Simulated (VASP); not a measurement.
# B (Fd-3m) in VASP: a series of runs, part 2 of 2

VASP 6.6.1.

## (5) Single point, RPBE (volume scaled by 1.12)

The input, INCAR:

```
SYSTEM = B
  PREC = Accurate
  ENCUT = 520
  EDIFF = 1E-7
  ISMEAR = -1
  SIGMA = 0.1
  LREAL = .False.
  LASPH = .True.
  NELM = 80
  ALGO = Normal
  ISIF = 2
  LWAVE = .False.
  LCHARG = .False.
  GGA = RP
  NBANDS = 10
```

The input, KPOINTS:

```
Automatic mesh
0
Gamma
  15 15 15
  0 0 0
```

The input, POSCAR:

```
B
1.0
    0.0000000000      2.1170810799      2.1170810799
    2.1170810799      0.0000000000      2.1170810799
    2.1170810799      2.1170810799      0.0000000000
B
2
Direct
    0.1250000000      0.1250000000      0.1250000000
    0.8750000000      0.8750000000      0.8750000000
```

Potentials or basis: VASP PAW PBE potentials, release 64 (B).

Started as:

```bash
cat potpaw_PBE.64/B/POTCAR > POTCAR
mpirun -np 1 vasp_std > vasp.out
```

OUTCAR:

```text
SYSTEM = B
   PREC = Accurate
   ENCUT = 520
   EDIFF = 1E-7
   ISMEAR = -1
   LREAL = .False.
   LASPH = .True.
   NELM = 80
   ISIF = 2
   GGA = RP

 ion  position               nearest neighbor table
   1  0.125  0.125  0.125-   2 1.83   2 1.83   2 1.83   2 1.83
   2  0.875  0.875  0.875-   1 1.83   1 1.83   1 1.83   1 1.83

  LATTYP: Found a face centered cubic cell.
 ALAT       =     4.2341621598

  Lattice vectors:

 A1 = (   0.0000000000,   2.1170810799,   2.1170810799)
 A2 = (   2.1170810799,   0.0000000000,   2.1170810799)
 A3 = (   2.1170810799,   2.1170810799,   0.0000000000)

Analysis of symmetry for initial positions (statically):
=====================================================================
 Subroutine PRICEL returns:
 Original cell was already a primitive cell.

 Routine SETGRP: Setting up the symmetry group for a
 face centered cubic supercell.

 Subroutine GETGRP returns: Found 48 space group operations
 (whereof 12 operations were pure point group operations)
 out of a pool of 48 trial point group operations.

The static configuration has the point symmetry D_3d.
 The point group associated with its full space group is O_h .

Analysis of symmetry for dynamics (positions and initial velocities):
=====================================================================
 Subroutine PRICEL returns:
 Original cell was already a primitive cell.

 Routine SETGRP: Setting up the symmetry group for a
 face centered cubic supercell.

 Subroutine GETGRP returns: Found 48 space group operations
 (whereof 12 operations were pure point group operations)
 out of a pool of 48 trial point group operations.

The dynamic configuration has the point symmetry D_3d.
 The point group associated with its full space group is O_h .

 Subroutine INISYM returns: Found 48 space group operations
 (whereof 12 operations are pure point group operations),
 and found     1 'primitive' translations

----------------------------------------------------------------------------------------

                                     Primitive cell

  volume of cell :      18.9777

  direct lattice vectors                    reciprocal lattice vectors
     0.000000000  2.117081080  2.117081080    -0.236174233  0.236174233  0.236174233
     2.117081080  0.000000000  2.117081080     0.236174233 -0.236174233  0.236174233
     2.117081080  2.117081080  0.000000000     0.236174233  0.236174233 -0.236174233

  length of vectors
     2.994004776  2.994004776  2.994004776     0.409065771  0.409065771  0.409065771

  position of ions in fractional coordinates (direct lattice)
     0.125000000  0.125000000  0.125000000
     0.875000000  0.875000000  0.875000000

  ion indices of the primitive-cell ions
   primitive index   ion index
                 1           1
                 2           2

----------------------------------------------------------------------------------------

 KPOINTS: Automatic mesh

Automatic generation of k-mesh.
 Grid dimensions read from file:
 generate k-points for:   15   15   15

 Generating k-lattice:

  Cartesian coordinates                     Fractional coordinates (reciprocal lattice)
    -0.015744949  0.015744949  0.015744949     0.066666667  0.000000000  0.000000000
     0.015744949 -0.015744949  0.015744949     0.000000000  0.066666667  0.000000000
     0.015744949  0.015744949 -0.015744949     0.000000000  0.000000000  0.066666667

  Length of vectors
     0.027271051  0.027271051  0.027271051

  Shift w.r.t. Gamma in fractional coordinates (k-lattice)
     0.000000000  0.000000000  0.000000000

 Subroutine IBZKPT returns following result:
 ===========================================

 Found    120 irreducible k-points:

 Following reciprocal coordinates:
            Coordinates               Weight
  0.000000  0.000000  0.000000      1.000000
  0.066667  0.000000  0.000000      8.000000
  0.133333  0.000000  0.000000      8.000000
  0.200000  0.000000  0.000000      8.000000
  0.266667  0.000000  0.000000      8.000000
  0.333333  0.000000  0.000000      8.000000
[... 16 lines left out ...]
  0.133333  0.133333  0.000000      6.000000
  0.200000  0.133333  0.000000     24.000000
 [... further k-points ...]
   k-points           NKPTS =    120   k-points in BZ     NKDIM =    120   number of bands    NBANDS=     10
   number of dos      NEDOS =    301   number of ions     NIONS =      2
   total plane-waves  NPLWV =  13824
   dimension x,y,z NGX =    24 NGY =   24 NGZ =   24
   dimension x,y,z NGXF=    48 NGYF=   48 NGZF=   48
   ions per type =               2
   NGX,Y,Z   is equivalent  to a cutoff of  13.33, 13.33, 13.33 a.u.
   NGXF,Y,Z  is equivalent  to a cutoff of  26.65, 26.65, 26.65 a.u.
 SYSTEM =  B
   PREC   = accura    normal or accurate (medium, high low for compatibility)
   ISTART =      0    job   : 0-new  1-cont  2-samecut
   ICHARG =      2    charge: 1-file 2-atom 10-const
   ISPIN  =      1    spin polarized calculation?
   LNONCOLLINEAR =      F non collinear calculations
   LSORBIT =      F    spin-orbit coupling
   LASPH  =      T    aspherical Exc in radial PAW
   ENCUT  =  520.0 eV  38.22 Ry    6.18 a.u.   5.57  5.57  5.57*2*pi/ulx,y,z
   NELM   =     80;   NELMIN=  2; NELMDL= -5     # of ELM steps
   EDIFF  = 0.1E-06   stopping-criterion for ELM
   LREAL  =      F    real-space projection
   EDIFFG = 0.1E-05   stopping-criterion for IOM
   NSW    =      0    number of steps for IOM
   IBRION =     -1    ionic relax: 0-MD 1-quasi-New 2-CG
   NFREE  =      0    steps in history (QN), initial steepest desc. (CG)
   ISIF   =      2    stress and relaxation
   ISYM   =      2    0-nonsym 1-usesym 2-fastsym
   POTIM  = 0.5000    time-step for ionic-motion
   TEBEG  =    0.0;   TEEND  =   0.0 temperature during run
   PSTRESS=    0.0 pullay stress
   NELECT =       6.0000    total number of electrons
   NUPDOWN=      -1.0000    fix difference up-down
   EMIN   =  10.00;   EMAX   =-10.00  energy-range for DOS
   EFERMI =   0.00;   METHOD = LEGACY
   ISMEAR =    -1;   SIGMA  =   0.10  broadening in eV -4-tet -1-fermi 0-gaus
   EFERMI_NEDOS =   21; number of points for ismear=-14 and -15
   IALGO  =     38    algorithm
   IMIX   =      4    mixing-type and parameters
     AMIX     =   0.40;   BMIX     =  1.00
     AMIX_MAG =   1.60;   BMIX_MAG =  1.00
  volume/ion in A,a.u.               =       9.49        64.03
  Fermi-wavevector in a.u.,A,eV,Ry     =   1.115264  2.107544 16.923120  1.243814
  Thomas-Fermi vector in A             =   2.251867
   LORBIT       =      0    0 simple, 1 ext, 2 COOP (PROOUT), +10 PAW based schemes
   GGA     = RP    functional components
   LHFCALC =     F    Hartree Fock is set to
   AEXX    =    0.0000 exact exchange contribution
   IVDW    =     0    specifies the selected vdW correction
   LEPSILON=     F    determine dielectric tensor
   LRPA    =     F    only Hartree local field effects (RPA)
 non-spin polarized calculation
  energy-cutoff  :      520.00
  volume of cell :       18.98
 maximum number of plane-waves:       533
   NGX = 11   NGY = 11   NGZ = 11

 number of electron       6.0000000 magnetization

 Free energy of the ion-electron system (eV)
  ---------------------------------------------------
  ext. energy  EPLUGINS =         0.00000000
  ---------------------------------------------------
  free energy    TOTEN  =       -10.85098197 eV

  energy without entropy =      -10.81703570  energy(sigma->0) =      -10.83400883

 E-fermi :   2.9028     XC(G=0): -10.6274

 val. band max:        2.9017221319   @ k =   0.2667   0.2000   0.0000
 cond. band min:       2.9175677547   @ k =   0.2667   0.1333   0.0667
 fundamental gap:      0.0158456228
 Fermi energy:         2.9027857515

 k-point     1 :       0.0000    0.0000    0.0000
  band No.  band energies     occupation
      1      -9.1338      2.00000
      2       6.5212      0.00000
      3       6.5212      0.00000
      4       6.5212      0.00000
      5      10.4251      0.00000
      6      10.4251      0.00000
      7      10.4251      0.00000
      8      16.8025      0.00000
      9      20.0213      0.00000
     10      24.2859      0.00000
[... 287 lines left out ...]
 k-point    24 :       0.2000    0.1333    0.0000
  band No.  band energies     occupation
      1      -8.3387      2.00000
      2       3.9186      0.00008
      3       4.5738      0.00000
      4       5.2053      0.00000
      5      10.1404      0.00000
      6      13.0342      0.00000
      7      13.0437      0.00000
      8      15.7996      0.00000
      9      20.4976      0.00000
     10      21.3330      0.00000

 [... further k-points ...]
[... 5 lines left out ...]
  --------------------------------------------------------------------------------------
  -------------------------------------------------------------------------------------
  Total       -1.8762964     -1.8762964     -1.8762964     -0.0000000     -0.0000000      0.0000000
  in kB     -158.4052464   -158.4052464   -158.4052464     -0.0000000     -0.0000000      0.0000000
  external PRESSURE =    -158.4052464 kB  Pullay stress =       0.0000000 kB

 VOLUME and BASIS-vectors are now :
 -----------------------------------------------------------------------------
  energy-cutoff  :      520.00
  volume of cell :       18.98
      direct lattice vectors                 reciprocal lattice vectors
     0.000000000  2.117081080  2.117081080    -0.236174233  0.236174233  0.236174233
     2.117081080  0.000000000  2.117081080     0.236174233 -0.236174233  0.236174233
     2.117081080  2.117081080  0.000000000     0.236174233  0.236174233 -0.236174233

 POSITION                                       TOTAL-FORCE (eV/Angst)
 -----------------------------------------------------------------------------------
      0.52927      0.52927      0.52927         0.000000      0.000000      0.000000
      3.70489      3.70489      3.70489        -0.000000     -0.000000     -0.000000
 -----------------------------------------------------------------------------------
    total drift:                                0.000000      0.000000      0.000000

  FREE ENERGIE OF THE ION-ELECTRON SYSTEM (eV)
  ---------------------------------------------------
  free  energy   TOTEN  =       -10.8509819661 eV

  energy  without entropy=      -10.8170357021  energy(sigma->0) =      -10.83400883
```

stdout:

```text
POSCAR found type information on POSCAR B
 POSCAR found :  1 types and       2 ions
 scaLAPACK will be used
 -----------------------------------------------------------------------------
|                                                                             |
|                                                                             |
|     You enforced a specific xc type in the INCAR file but a different       |
|     I HOPE YOU KNOW WHAT YOU ARE DOING!                                     |
|                                                                             |
 -----------------------------------------------------------------------------

 LDA part: xc-table for (Slater+PW92), standard interpolation
 POSCAR, INCAR and KPOINTS ok, starting setup
 FFT: planning ... GRIDC
 FFT: planning ... GRID_SOFT
 FFT: planning ... GRID
 WAVECAR not read
 entering main loop
```

Wall time 15 s (1 thread of AMD EPYC 7R13 (Zen 3), shared host); peak memory 0.11 GiB.

What came out:

```
Free energy            : -10.8510 eV
Pressure               : -15.8 GPa
Band gap on the k mesh : zero (band 3 reaches 6.52 eV, above the bottom of band 4 at 0.66 eV)
```

Levels at points of the mesh, in eV from the Fermi level:
| k point | band 1 | band 2 | band 3 | band 4 | band 5 | band 6 |
| --- | --- | --- | --- | --- | --- | --- |
| (0.00, 0.00, 0.00) | -12.04 | 3.62 | 3.62 | 3.62 | 7.52 | 7.52 |

Caveat: the PAW data sets were made with another functional, which shifts forces and pressure a little.

## (6) Summary

```csv
cell,gap on the mesh (eV),pressure (GPa)
"a = 2.883 Å, angles 60.0°, 2 atoms",none,-0.2
"a = 2.921 Å, angles 60.0°, 2 atoms",none,-6.4
"a = 2.958 Å, angles 60.0°, 2 atoms",none,-11.5
"a = 2.994 Å, angles 60.0°, 2 atoms",none,-15.8
```

Alike in all rows: task single point; level RPBE; potentials or basis VASP PAW PBE potentials, release 64 (B); no spin polarisation; k mesh 15 × 15 × 15; cutoff (eV) 520; smearing fermi-dirac 0.1 eV.

Caveats: the PAW data sets were made with another functional, which shifts forces and pressure a little.

Total energies depend on the potentials used, so only differences within one code and one set of settings carry meaning.
